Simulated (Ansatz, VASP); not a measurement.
Given: the input of a run of Ansatz 0.2.0 on CdSe.

input.yaml

```yaml
crystal:
  lattice:
    - [0.0, 3.0075950161, 3.0075950161]
    - [3.0075950161, 0.0, 3.0075950161]
    - [3.0075950161, 3.0075950161, 0.0]
  atoms:
    - { symbol: Cd, position: [0.0, 0.0, 0.0] }
    - { symbol: Se, position: [0.25, 0.25, 0.25] }
hamiltonian:
  xc: r2scan
  pseudopotentials: { kind: paw }
  dispersion: rvv10
kpoints:
  mp_grid: { grid: [8, 8, 8] }
scf:
  occupations: { method: fermi_dirac, width: 0.05 }
output:
  forces: true
  stress: true
  eigenvalues: true
```

Potentials or basis: Ansatz PAW.

Command:

```bash
$ ansatz run input.yaml --threads 2 --pin off --max-ram 5120MiB --backend cpu --events-out ev --progress --plain --runs-dir out
```

Task: Set up the same calculation for VASP 6.6.1. Potentials there: VASP PAW PBE potentials, release 64 (Cd, Se).

Result: As run (the cutoff follows the program's own potentials):

Contents of POSCAR:

```
CdSe
1.0
    0.0000000000      3.0075950161      3.0075950161
    3.0075950161      0.0000000000      3.0075950161
    3.0075950161      3.0075950161      0.0000000000
Cd Se
1 1
Direct
    0.0000000000      0.0000000000      0.0000000000
    0.2500000000      0.2500000000      0.2500000000
```

File INCAR.step1:

```
SYSTEM = CdSe
ALGO = Normal
EDIFF = 1E-4
ENCUT = 520
GGA = PE
ISMEAR = -1
LASPH = .TRUE.
LCHARG = .FALSE.
LREAL = .FALSE.
LWAVE = .TRUE.
NBANDS = 16
NELM = 80
PREC = Accurate
SIGMA = 0.05
```

File INCAR.step2:

```
SYSTEM = CdSe
ALGO = Normal
BPARAM = 11.95
CPARAM = 0.0093
EDIFF = 1E-6
ENCUT = 520
ISIF = 2
ISMEAR = -1
ISTART = 1
IVDW_NL = 2
LASPH = .TRUE.
LCHARG = .FALSE.
LMIXTAU = .TRUE.
LREAL = .FALSE.
LUSE_VDW = .TRUE.
LWAVE = .FALSE.
METAGGA = R2SCAN
NBANDS = 16
NELM = 80
PREC = Accurate
SIGMA = 0.05
```

The input KPOINTS:

```
k-points
0
G
  8 8 8
  0 0 0
```

Potentials or basis: VASP PAW PBE potentials, release 64 (Cd, Se).

Run with:

```console
$ cat potpaw_PBE.64/Cd/POTCAR potpaw_PBE.64/Se/POTCAR > POTCAR
$ cp INCAR.step1 INCAR
$ mpirun -np 1 vasp_std > vasp.out
$ cp INCAR.step2 INCAR
$ mpirun -np 1 vasp_std > vasp.out
```

Both were run:

|  | VASP | Ansatz | Ansatz less VASP |
| --- | --- | --- | --- |
| gap on the k mesh at the Fermi level (eV) | 1.11 | 1.11 | +0.008 |
| least direct gap on the mesh (eV) | 1.11 | 1.11 | +0.008 |
| pressure (GPa) | 3.0 | 2.5 | -0.46 |

VASP's potentials were made for PBE, not for r2SCAN. VASP's potentials hold 18 valence electrons a cell and Ansatz's 36, so a difference there can come from the potentials and not from the codes.
